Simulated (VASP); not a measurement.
# SiGe (Pm-3m) in VASP: a series of runs

SiGe is run at these levels: r2SCAN, r2SCAN+D4, r2SCAN+D3(BJ); tasks: single point.

Program: VASP 6.6.1. These are calculated values, not measurements. Logs are shortened: lines on timing, memory, paths and dates and some standing lists are left out, and cuts for length are marked.

## (1) The cell of the first run

It takes space group Pm-3m (No. 221, cubic). Conventional cell: a = 3.210 Å, b = 3.210 Å, c = 3.210 Å, α = 90.00°, β = 90.00°, γ = 90.00°. Ge (site symmetry m-3m) has 8 Si at 2.78 Å and 6 Ge at 3.21 Å within 3.7 Å. Si (site symmetry m-3m) has 8 Ge at 2.78 Å and 6 Si at 3.21 Å within 3.7 Å.

## (2) Single point, r2SCAN

File POSCAR:

```
SiGe
1.0
    3.2101506320      0.0000000000      0.0000000000
    0.0000000000      3.2101506320      0.0000000000
    0.0000000000      0.0000000000      3.2101506320
Ge Si
1 1
Direct
    0.0000000000      0.0000000000      0.0000000000
    0.5000000000      0.5000000000      0.5000000000
```

File INCAR.step1:

```
SYSTEM = SiGe
  PREC = Accurate
  ENCUT = 520
  ISMEAR = -1
  SIGMA = 0.02
  LREAL = .False.
  LASPH = .True.
  NELM = 60
  NBANDS = 16
  GGA = PE
  ALGO = Normal
  EDIFF = 1E-4
  LWAVE = .True.
  LCHARG = .False.
```

File INCAR.step2:

```
SYSTEM = SiGe
  PREC = Accurate
  ENCUT = 520
  EDIFF = 1E-6
  ISMEAR = -1
  SIGMA = 0.02
  LREAL = .False.
  LASPH = .True.
  NELM = 60
  ALGO = Normal
  ISIF = 2
  LWAVE = .False.
  LCHARG = .True.
  METAGGA = R2SCAN
  LMIXTAU = .True.
  LELF = .True.
  LVHAR = .True.
  NBANDS = 16
  ISTART = 1
```

File KPOINTS:

```
regular mesh
0
Gamma
  6 6 6
  0 0 0
```

Potentials or basis: VASP PAW PBE potentials, release 64 (Ge_d, Si).

Command:

```sh
> cat potpaw_PBE.64/Ge_d/POTCAR potpaw_PBE.64/Si/POTCAR > POTCAR
> cp INCAR.step1 INCAR
> mpirun -np 1 vasp_std > vasp.out
> cp INCAR.step2 INCAR
> mpirun -np 1 vasp_std > vasp.out
```

OUTCAR:

```text
SYSTEM = SiGe
   PREC = Accurate
   ENCUT = 520
   EDIFF = 1E-6
   ISMEAR = -1
   LREAL = .False.
   LASPH = .True.
   NELM = 60
   ISIF = 2
   METAGGA = R2SCAN
   ISTART = 1

 ion  position               nearest neighbor table
   1  0.000  0.000  0.000-   2 2.78   2 2.78   2 2.78   2 2.78   2 2.78   2 2.78   2 2.78   2 2.78

   2  0.500  0.500  0.500-   1 2.78   1 2.78   1 2.78   1 2.78   1 2.78   1 2.78   1 2.78   1 2.78

  LATTYP: Found a simple cubic cell.
 ALAT       =     3.2101506320

  Lattice vectors:

 A1 = (   3.2101506320,   0.0000000000,   0.0000000000)
 A2 = (   0.0000000000,   3.2101506320,   0.0000000000)
 A3 = (   0.0000000000,   0.0000000000,   3.2101506320)

Analysis of symmetry for initial positions (statically):
=====================================================================
 Subroutine PRICEL returns:
 Original cell was already a primitive cell.

 Routine SETGRP: Setting up the symmetry group for a
 simple cubic supercell.

 Subroutine GETGRP returns: Found 48 space group operations
 (whereof 48 operations were pure point group operations)
 out of a pool of 48 trial point group operations.

The static configuration has the point symmetry O_h .

Analysis of symmetry for dynamics (positions and initial velocities):
=====================================================================
 Subroutine PRICEL returns:
 Original cell was already a primitive cell.

 Routine SETGRP: Setting up the symmetry group for a
 simple cubic supercell.

 Subroutine GETGRP returns: Found 48 space group operations
 (whereof 48 operations were pure point group operations)
 out of a pool of 48 trial point group operations.

The dynamic configuration has the point symmetry O_h .

 Subroutine INISYM returns: Found 48 space group operations
 (whereof 48 operations are pure point group operations),
 and found     1 'primitive' translations

----------------------------------------------------------------------------------------

                                     Primitive cell

  volume of cell :      33.0808

  direct lattice vectors                    reciprocal lattice vectors
     3.210150632  0.000000000  0.000000000     0.311511862  0.000000000  0.000000000
     0.000000000  3.210150632  0.000000000     0.000000000  0.311511862  0.000000000
     0.000000000  0.000000000  3.210150632     0.000000000  0.000000000  0.311511862

  length of vectors
     3.210150632  3.210150632  3.210150632     0.311511862  0.311511862  0.311511862

  position of ions in fractional coordinates (direct lattice)
     0.000000000  0.000000000  0.000000000
     0.500000000  0.500000000  0.500000000

  ion indices of the primitive-cell ions
   primitive index   ion index
                 1           1
                 2           2

----------------------------------------------------------------------------------------

 KPOINTS: regular mesh

Automatic generation of k-mesh.
 Grid dimensions read from file:
 generate k-points for:    6    6    6

 Generating k-lattice:

  Cartesian coordinates                     Fractional coordinates (reciprocal lattice)
     0.051918644  0.000000000  0.000000000     0.166666667  0.000000000  0.000000000
     0.000000000  0.051918644  0.000000000     0.000000000  0.166666667  0.000000000
     0.000000000  0.000000000  0.051918644     0.000000000  0.000000000  0.166666667

  Length of vectors
     0.051918644  0.051918644  0.051918644

  Shift w.r.t. Gamma in fractional coordinates (k-lattice)
     0.000000000  0.000000000  0.000000000

 Subroutine IBZKPT returns following result:
 ===========================================

 Found     20 irreducible k-points:

 Following reciprocal coordinates:
            Coordinates               Weight
  0.000000  0.000000  0.000000      1.000000
  0.166667  0.000000  0.000000      6.000000
  0.333333  0.000000  0.000000      6.000000
  0.500000  0.000000  0.000000      3.000000
  0.166667  0.166667  0.000000     12.000000
  0.333333  0.166667  0.000000     24.000000
[... 12 lines left out ...]
  0.500000  0.500000  0.333333      6.000000
  0.500000  0.500000  0.500000      1.000000
   k-points           NKPTS =     20   k-points in BZ     NKDIM =     20   number of bands    NBANDS=     16
   number of dos      NEDOS =    301   number of ions     NIONS =      2
   total plane-waves  NPLWV =  13824
   dimension x,y,z NGX =    24 NGY =   24 NGZ =   24
   dimension x,y,z NGXF=    48 NGYF=   48 NGZF=   48
   ions per type =               1   1
   NGX,Y,Z   is equivalent  to a cutoff of  12.43, 12.43, 12.43 a.u.
   NGXF,Y,Z  is equivalent  to a cutoff of  24.86, 24.86, 24.86 a.u.
 SYSTEM =  SiGe
   PREC   = accura    normal or accurate (medium, high low for compatibility)
   ISTART =      1    job   : 0-new  1-cont  2-samecut
   ICHARG =      0    charge: 1-file 2-atom 10-const
   ISPIN  =      1    spin polarized calculation?
   LNONCOLLINEAR =      F non collinear calculations
   LSORBIT =      F    spin-orbit coupling
   LASPH  =      T    aspherical Exc in radial PAW
   ENCUT  =  520.0 eV  38.22 Ry    6.18 a.u.   5.97  5.97  5.97*2*pi/ulx,y,z
   NELM   =     60;   NELMIN=  2; NELMDL=  0     # of ELM steps
   EDIFF  = 0.1E-05   stopping-criterion for ELM
   LREAL  =      F    real-space projection
   EDIFFG = 0.1E-04   stopping-criterion for IOM
   NSW    =      0    number of steps for IOM
   IBRION =     -1    ionic relax: 0-MD 1-quasi-New 2-CG
   NFREE  =      0    steps in history (QN), initial steepest desc. (CG)
   ISIF   =      2    stress and relaxation
   ISYM   =      2    0-nonsym 1-usesym 2-fastsym
   POTIM  = 0.5000    time-step for ionic-motion
   TEBEG  =    0.0;   TEEND  =   0.0 temperature during run
   PSTRESS=    0.0 pullay stress
   NELECT =      18.0000    total number of electrons
   NUPDOWN=      -1.0000    fix difference up-down
   EMIN   =  10.00;   EMAX   =-10.00  energy-range for DOS
   EFERMI =   0.00;   METHOD = LEGACY
   ISMEAR =    -1;   SIGMA  =   0.02  broadening in eV -4-tet -1-fermi 0-gaus
   EFERMI_NEDOS =   21; number of points for ismear=-14 and -15
   IALGO  =     38    algorithm
   IMIX   =      4    mixing-type and parameters
     AMIX     =   0.40;   BMIX     =  1.00
     AMIX_MAG =   1.60;   BMIX_MAG =  1.00
  volume/ion in A,a.u.               =      16.54       111.62
  Fermi-wavevector in a.u.,A,eV,Ry     =   1.336514  2.525646 24.303683  1.786270
  Thomas-Fermi vector in A             =   2.465135
   LORBIT       =      0    0 simple, 1 ext, 2 COOP (PROOUT), +10 PAW based schemes
   METAGGA = R2SCAN    functional components
   LHFCALC =     F    Hartree Fock is set to
   AEXX    =    0.0000 exact exchange contribution
   IVDW    =     0    specifies the selected vdW correction
   LEPSILON=     F    determine dielectric tensor
   LRPA    =     F    only Hartree local field effects (RPA)
 non-spin polarized calculation
  energy-cutoff  :      520.00
  volume of cell :       33.08
 maximum number of plane-waves:       912
 NGX is ok and might be reduce to    24
   NGX = 11   NGY = 11   NGZ = 11

 number of electron      17.9999973 magnetization

 Free energy of the ion-electron system (eV)
  ---------------------------------------------------
  ext. energy  EPLUGINS =         0.00000000
  ---------------------------------------------------
  free energy    TOTEN  =       -21.16456051 eV

  energy without entropy =      -21.16011042  energy(sigma->0) =      -21.16233546

 E-fermi :   8.0951     XC(G=0): -12.3248

 val. band max:        8.0944615800   @ k =   0.1667   0.0000   0.0000
 cond. band min:       8.1096956028   @ k =   0.5000   0.1667   0.1667
 fundamental gap:      0.0152340227
 Fermi energy:         8.0950739454

 k-point     1 :       0.0000    0.0000    0.0000
  band No.  band energies     occupation
      1     -17.1328      2.00000
      2     -17.1328      2.00000
      3     -17.0849      2.00000
      4     -17.0849      2.00000
      5     -17.0849      2.00000
      6      -6.2555      2.00000
[... 8 lines left out ...]
     15      19.2100      0.00000
     16      22.4998      0.00000

 k-point     2 :       0.1667    0.0000    0.0000
  band No.  band energies     occupation
      1     -17.1319      2.00000
      2     -17.1201      2.00000
      3     -17.0896      2.00000
      4     -17.0896      2.00000
      5     -17.0844      2.00000
      6      -5.8330      2.00000
[... 8 lines left out ...]
     15      17.6399      0.00000
     16      22.4066      0.00000

 k-point     3 :       0.3333    0.0000    0.0000
  band No.  band energies     occupation
      1     -17.1301      2.00000
      2     -17.0989      2.00000
      3     -17.0989      2.00000
      4     -17.0948      2.00000
      5     -17.0834      2.00000
      6      -4.5699      2.00000
[... 8 lines left out ...]
     15      18.8082      0.00000
     16      20.6088      0.00000

 k-point     4 :       0.5000    0.0000    0.0000
  band No.  band energies     occupation
      1     -17.1292      2.00000
      2     -17.1036      2.00000
      3     -17.1036      2.00000
      4     -17.0829      2.00000
      5     -17.0822      2.00000
      6      -2.7297      2.00000
[... 8 lines left out ...]
     15      16.7470      0.00000
     16      24.2821      0.00000
[... 248 lines left out ...]
 k-point    18 :       0.5000    0.3333    0.3333
  band No.  band energies     occupation
      1     -17.1219      2.00000
      2     -17.1204      2.00000
      3     -17.1140      2.00000
      4     -17.0703      2.00000
      5     -17.0572      2.00000
      6       0.4644      2.00000
[... 8 lines left out ...]
     15      24.4790      0.00000
     16      24.7324      0.00000

 k-point    19 :       0.5000    0.5000    0.3333
  band No.  band energies     occupation
      1     -17.1277      2.00000
      2     -17.1198      2.00000
      3     -17.1198      2.00000
      4     -17.0635      2.00000
      5     -17.0501      2.00000
      6       1.7860      2.00000
[... 8 lines left out ...]
     15      26.5632      0.00000
     16      26.5632      0.00000

 k-point    20 :       0.5000    0.5000    0.5000
  band No.  band energies     occupation
      1     -17.1261      2.00000
      2     -17.1261      2.00000
      3     -17.1261      2.00000
      4     -17.0498      2.00000
      5     -17.0498      2.00000
      6       2.8823      2.00000
[... 8 lines left out ...]
     15      29.2035      0.00000
     16      29.4366      0.00000

------------------------ aborting loop because EDIFF is reached ----------------------------------------

  FORCE on cell =-STRESS in cart. coord.  units (eV):
  Direction    XX          YY          ZZ          XY          YZ          ZX
  --------------------------------------------------------------------------------------
  -------------------------------------------------------------------------------------
  Total        0.4382643      0.4382643      0.4382643      0.0000000      0.0000000      0.0000000
  in kB       21.2261125     21.2261125     21.2261125      0.0000000      0.0000000      0.0000000
  external PRESSURE =      21.2261125 kB  Pullay stress =       0.0000000 kB

 VOLUME and BASIS-vectors are now :
 -----------------------------------------------------------------------------
  energy-cutoff  :      520.00
  volume of cell :       33.08
      direct lattice vectors                 reciprocal lattice vectors
     3.210150632  0.000000000  0.000000000     0.311511862  0.000000000  0.000000000
     0.000000000  3.210150632  0.000000000     0.000000000  0.311511862  0.000000000
     0.000000000  0.000000000  3.210150632     0.000000000  0.000000000  0.311511862

 POSITION                                       TOTAL-FORCE (eV/Angst)
 -----------------------------------------------------------------------------------
      0.00000      0.00000      0.00000         0.000000      0.000000      0.000000
      1.60508      1.60508      1.60508         0.000000      0.000000      0.000000
 -----------------------------------------------------------------------------------
    total drift:                               -0.000000      0.000000      0.000000

  FREE ENERGIE OF THE ION-ELECTRON SYSTEM (eV)
  ---------------------------------------------------
  free  energy   TOTEN  =       -21.1645605095 eV

  energy  without entropy=      -21.1601104199  energy(sigma->0) =      -21.16233546
```

Run time: 51 s. Hardware: 1 thread of Intel Xeon Platinum 8259CL at 2.50GHz (Skylake/Cascade Lake), shared host; peak memory 0.14 GiB.

Results:

* Free energy: -21.1646 eV
* Pressure: 2.1 GPa
* Band gap on the k mesh: zero (band 9 reaches 11.23 eV, above the bottom of band 10 at 5.64 eV)

Caveat: the PAW data sets were made with another functional, which shifts forces and pressure a little.

## (3) Single point, r2SCAN+D4

POSCAR is that of step 2.

File INCAR.step1:

```
SYSTEM = SiGe
  ALGO = Normal
  EDIFF = 1E-4
  ENCUT = 520
  GGA = PE
  ISMEAR = -1
  LASPH = .TRUE.
  LCHARG = .FALSE.
  LREAL = .FALSE.
  LWAVE = .TRUE.
  NBANDS = 16
  NELM = 80
  PREC = Accurate
  SIGMA = 0.02
```

File INCAR.step2:

```
SYSTEM = SiGe
  ALGO = Normal
  EDIFF = 1E-7
  ENCUT = 520
  ISIF = 2
  ISMEAR = -1
  ISTART = 1
  IVDW = 13
  LASPH = .TRUE.
  LCHARG = .FALSE.
  LMIXTAU = .TRUE.
  LREAL = .FALSE.
  LWAVE = .FALSE.
  METAGGA = R2SCAN
  NBANDS = 16
  NELM = 80
  PREC = Accurate
  SIGMA = 0.02
  VDW_A1 = 0.51559235
  VDW_A2 = 5.77342911
  VDW_S6 = 1.0
  VDW_S8 = 0.6018749
```

File KPOINTS:

```
k-points
0
G
  6 6 6
  0 0 0
```

Potentials or basis: VASP PAW PBE potentials, release 64 (Ge_d, Si).

Command:

```sh
> cat potpaw_PBE.64/Ge_d/POTCAR potpaw_PBE.64/Si/POTCAR > POTCAR
> cp INCAR.step1 INCAR
> mpirun -np 1 vasp_std > vasp.out
> cp INCAR.step2 INCAR
> mpirun -np 1 vasp_std > vasp.out
```

Run time: 45 s. Hardware: 1 thread of Intel Xeon Platinum 8259CL at 2.50GHz (Skylake/Cascade Lake), shared host; peak memory 0.14 GiB.

The run converged. Its results:

* Free energy: -21.4556 eV
* Pressure: 0.8 GPa
* Band gap on the k mesh: zero (band 9 reaches 11.23 eV, above the bottom of band 10 at 5.64 eV)
* Dispersion energy per atom: -0.146 eV

Levels at points of the mesh, in eV from the Fermi level:
```csv
k point,band 7,band 8,band 9,band 10,band 11,band 12
"(0.00, 0.00, 0.00)",-0.42,-0.42,-0.42,-0.39,3.83,3.83
"(0.50, 0.00, 0.00)",-10.26,3.14,3.14,3.34,3.34,3.93
"(0.50, 0.50, 0.00)",-6.73,-6.15,-6.15,5.08,5.64,8.09
"(0.50, 0.50, 0.50)",-4.04,-2.45,-2.45,-2.45,-2.17,-2.17
```

Caveat: the PAW data sets were made with another functional, which shifts forces and pressure a little; pairwise dispersion overbinds metals, which lowers pressure and volume.

## (4) Single point, r2SCAN+D3(BJ)

POSCAR is that of step 3.

File INCAR.step1:

```
SYSTEM = SiGe
PREC = Accurate
ENCUT = 520
ISMEAR = -1
SIGMA = 0.02
LREAL = .False.
LASPH = .True.
NELM = 80
NBANDS = 16
GGA = PE
ALGO = Normal
EDIFF = 1E-4
LWAVE = .True.
LCHARG = .False.
```

File INCAR.step2:

```
SYSTEM = SiGe
PREC = Accurate
ENCUT = 520
EDIFF = 1E-7
ISMEAR = -1
SIGMA = 0.02
LREAL = .False.
LASPH = .True.
NELM = 80
ALGO = Normal
ISIF = 2
LWAVE = .False.
LCHARG = .False.
METAGGA = R2SCAN
LMIXTAU = .True.
IVDW = 12
VDW_S6 = 1.0
VDW_S8 = 0.78981345
VDW_A1 = 0.49484001
VDW_A2 = 5.73083694
NBANDS = 16
ISTART = 1
```

File KPOINTS:

```
Automatic mesh
0
Gamma
  6 6 6
  0 0 0
```

Command:

```sh
> cat potpaw_PBE.64/Ge_d/POTCAR potpaw_PBE.64/Si/POTCAR > POTCAR
> cp INCAR.step1 INCAR
> mpirun -np 1 vasp_std > vasp.out
> cp INCAR.step2 INCAR
> mpirun -np 1 vasp_std > vasp.out
```

It took 42 s on 1 thread of Intel Xeon Platinum 8259CL at 2.50GHz (Skylake/Cascade Lake), shared host; peak memory 0.15 GiB.

The run converged. Its results:

```yaml
Free_energy: -21.5319 eV
Pressure: 0.3 GPa
Band_gap_on_the_k_mesh: zero (band 9 reaches 11.23 eV, above the bottom of band 10 at 5.64 eV)
Dispersion_energy_per_atom: -0.184 eV
```

Levels at points of the mesh, in eV from the Fermi level:
```csv
k point,band 7,band 8,band 9,band 10,band 11,band 12
"(0.00, 0.00, 0.00)",-0.42,-0.42,-0.42,-0.39,3.83,3.83
"(0.50, 0.00, 0.00)",-10.26,3.14,3.14,3.34,3.34,3.93
"(0.50, 0.50, 0.00)",-6.73,-6.15,-6.15,5.08,5.64,8.09
"(0.50, 0.50, 0.50)",-4.04,-2.45,-2.45,-2.45,-2.17,-2.17
```

Caveat: the PAW data sets were made with another functional, which shifts forces and pressure a little; pairwise dispersion overbinds metals, which lowers pressure and volume.

## (5) Single point, r2SCAN

POSCAR is that of step 4.

File INCAR.step1:

```
ALGO = Normal ; EDIFF = 1E-4
ENCUT = 520 ; GGA = PE
ISMEAR = 0 ; LASPH = T
LCHARG = F ; LREAL = F
LWAVE = T ; NBANDS = 16
NELM = 60 ; PREC = Accurate
SIGMA = 0.2
```

File INCAR.step2:

```
ALGO = Normal ; EDIFF = 1E-6
ENCUT = 520 ; ISIF = 2
ISMEAR = 0 ; ISTART = 1
LASPH = T ; LCHARG = F
LMIXTAU = T ; LREAL = F
LWAVE = F ; METAGGA = R2SCAN
NBANDS = 16 ; NELM = 60
PREC = Accurate ; SIGMA = 0.2
```

File KPOINTS:

```
k-points
0
Gamma
  6 6 6
```

Command:

```sh
> cat potpaw_PBE.64/Ge_d/POTCAR potpaw_PBE.64/Si/POTCAR > POTCAR
> cp INCAR.step1 INCAR
> mpirun -np 1 vasp_std > vasp.out
> cp INCAR.step2 INCAR
> mpirun -np 1 vasp_std > vasp.out
```

Run time: 35 s. Hardware: 1 thread of Intel Xeon Platinum 8259CL at 2.50GHz (Skylake/Cascade Lake), shared host; peak memory 0.14 GiB.

Results (log left out):

| Property | Result |
| --- | --- |
| Free energy | -21.1788 eV |
| Pressure | 2.2 GPa |
| Band gap on the k mesh | zero (band 9 reaches 11.24 eV, above the bottom of band 10 at 5.64 eV) |

Levels at points of the mesh, in eV from the Fermi level:
```tsv
k point	band 7	band 8	band 9	band 10	band 11	band 12
(0.00, 0.00, 0.00)	-0.41	-0.41	-0.41	-0.39	3.84	3.84
(0.50, 0.00, 0.00)	-10.25	3.14	3.14	3.35	3.35	3.93
(0.50, 0.50, 0.00)	-6.72	-6.15	-6.15	5.09	5.64	8.09
(0.50, 0.50, 0.50)	-4.04	-2.45	-2.45	-2.45	-2.16	-2.16
```

Caveat: the PAW data sets were made with another functional, which shifts forces and pressure a little.

## (6) The runs side by side

| level | smearing | gap on the mesh (eV) | pressure (GPa) |
| --- | --- | --- | --- |
| r2SCAN | fermi-dirac 0.02 eV | none | 2.1 |
| r2SCAN+D4 | fermi-dirac 0.02 eV | none | 0.8 |
| r2SCAN+D3(BJ) | fermi-dirac 0.02 eV | none | 0.3 |
| r2SCAN | gaussian 0.2 eV | none | 2.2 |

Alike in all rows: task single point; potentials or basis VASP PAW PBE potentials, release 64 (Ge_d, Si); no spin polarisation; cell as given; k mesh 6 × 6 × 6; cutoff (eV) 520.

Every run on the cell as given and a fine mesh finds a metal. The pressure there spans 0.3 GPa (r2SCAN+D3(BJ)) to 2.2 GPa (r2SCAN); a positive pressure means that this level wants a larger cell, a negative one a smaller.

Caveats: the PAW data sets were made with another functional, which shifts forces and pressure a little; pairwise dispersion overbinds metals, which lowers pressure and volume (some runs).

Total energies depend on the potentials used, so only differences within one code and one set of settings carry meaning.
